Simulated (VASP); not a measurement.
Set up this calculation in VASP 6.6.1, as the native input.

```yaml
Task: single point
Functional: r2SCAN
Potentials_or_basis: VASP PAW PBE potentials, release 64 (Sr_sv, Ti_sv, O)
Cutoff: 520 eV
k_mesh: 7 × 7 × 7
Occupations: gaussian, width 0.02 eV
Spin: no spin polarisation
Dipole_correction: no
Further_INCAR_settings: ALGO = Normal; EDIFF = 1e-07; NBANDS = 28
```

SrTiO3:

```
Sr Ti O
1.0
     4.00655    0.00000    0.00000
     0.00000    4.00655    0.00000
     0.00000    0.00000    3.85104
Sr Ti O
1 1 3
Direct
  0.00000 0.00000 0.00000
  0.50000 0.50000 0.50000
  0.00000 0.50000 0.50000
  0.50000 0.00000 0.50000
  0.50000 0.50000 0.00000
```

One way to write it, as run:

POSCAR

```
SrTiO3
1.0
    4.0065530061      0.0000000000      0.0000000000
    0.0000000000      4.0065530061      0.0000000000
    0.0000000000      0.0000000000      3.8510429625
Sr Ti O
1 1 3
Direct
    0.0000000000      0.0000000000      0.0000000000
    0.5000000000      0.5000000000      0.5000000000
    0.0000000000      0.5000000000      0.5000000000
    0.5000000000      0.0000000000      0.5000000000
    0.5000000000      0.5000000000      0.0000000000
```

INCAR.step1

```
SYSTEM = SrTiO3
ALGO = Normal
EDIFF = 1E-4
ENCUT = 520
GGA = PE
ISMEAR = 0
LASPH = .True.
LCHARG = .False.
LREAL = .False.
LWAVE = .True.
NBANDS = 28
NELM = 100
PREC = Accurate
SIGMA = 0.02
```

INCAR.step2

```
SYSTEM = SrTiO3
ALGO = Normal
EDIFF = 1E-7
ENCUT = 520
ISIF = 2
ISMEAR = 0
ISTART = 1
LASPH = .True.
LCHARG = .False.
LMIXTAU = .True.
LREAL = .False.
LWAVE = .False.
METAGGA = R2SCAN
NBANDS = 28
NELM = 100
PREC = Accurate
SIGMA = 0.02
```

KPOINTS

```
k-points
0
Gamma
  7 7 7
  0 0 0
```

Potentials or basis: VASP PAW PBE potentials, release 64 (Sr_sv, Ti_sv, O).

Command:

```console
$ cat potpaw_PBE.64/Sr_sv/POTCAR potpaw_PBE.64/Ti_sv/POTCAR potpaw_PBE.64/O/POTCAR > POTCAR
$ cp INCAR.step1 INCAR
$ mpirun -np 1 vasp_std > vasp.out
$ cp INCAR.step2 INCAR
$ mpirun -np 1 vasp_std > vasp.out
```

Results of the run:

The pressure is -5.1 GPa and the band gap on the k mesh is 2.21 eV (least direct gap 2.54 eV).

Caveat: the cell stands under tension; the PAW data sets were made with another functional, which shifts forces and pressure a little; an odd mesh through Γ misses points on the zone boundary, where band edges can lie.

Run time: 3.2 min on 1 thread of Intel(R) Xeon(R) Platinum 8559C (Emerald Rapids) (shared host), peak memory 0.21 GiB.
